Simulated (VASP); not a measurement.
A run of VASP 6.6.1 is set up as follows.

File INCAR:

```
PREC = Accurate
ENCUT = 520
EDIFF = 1E-6
ISMEAR = -1
SIGMA = 0.13605693000000002
LREAL = F
LASPH = T
NELM = 80
ALGO = Normal
ISIF = 2
LWAVE = F
LCHARG = T
GGA = PE
LELF = T
LVHAR = T
NBANDS = 21
```

The input KPOINTS:

```
regular mesh
0
Gamma
  8 8 8
```

File POSCAR:

```
W
1.0
    0.0000000000      2.9177664787      2.9177664787
    2.9177664787      0.0000000000      2.9177664787
    2.9177664787      2.9177664787      0.0000000000
W
2
Direct
    0.0000000000      0.0000000000      0.0000000000
    0.2500000000      0.2500000000      0.2500000000
```

Potentials or basis: VASP PAW PBE potentials, release 64 (W_sv).

Run with:

```console
$ cat potpaw_PBE.64/W_sv/POTCAR > POTCAR
$ mpirun -np 1 vasp_std > vasp.out
```

Question: Predict the band gap on the k mesh.

Answer: Zero (bands 14 and 15 overlap by 0.81 eV).

Question: What does it give for the pressure?

Answer: 0.4 GPa.

Caveat: spin-orbit coupling is left out, which moves the levels of the heavy elements.
